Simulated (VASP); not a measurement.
## KTaO3: single point with LDA

Crystal: KTaO3.

```xyz
5
Lattice="3.9883 0.0000 0.0000 0.0000 3.9883 0.0000 0.0000 0.0000 3.9883" Properties=species:S:1:pos:R:3 pbc="T T T"
Ta    0.0000    0.0000    0.0000
K     1.9942    1.9942    1.9942
O     0.0000    0.0000    1.9942
O     0.0000    1.9942    0.0000
O     1.9942    0.0000    0.0000
```

```yaml
Program: VASP 6.6.1
Task: single point
Functional: LDA
Potentials_or_basis: VASP PAW LDA potentials, release 64 (Ta_pv, K_sv, O)
Cutoff: 520 eV
k_mesh: 7 × 7 × 7
Occupations: fermi-dirac, width 0.05 eV
Spin: no spin polarisation
Dipole_correction: no
Further_INCAR_settings: ALGO = Normal; EDIFF = 1e-07; NBANDS = 27
```

```
Pressure               : -4.4 GPa
Band gap on the k mesh : 2.08 eV, indirect (least direct gap 2.65 eV)
```

Levels at points of the mesh, in eV from the valence-band top:
```csv
k point,band 17,band 18,band 19,band 20,band 21,band 22
"(0.00, 0.00, 0.00)",-0.57,-0.57,-0.57,2.08,2.08,2.08
```

Wall time 15 s on 1 thread of Intel(R) Xeon(R) 6975P-C (Granite Rapids), on a shared host, peak memory 0.17 GiB.

Caveat: spin-orbit coupling is left out, which moves the levels of the heavy elements. As with any semilocal functional, this LDA gap is likely too small.
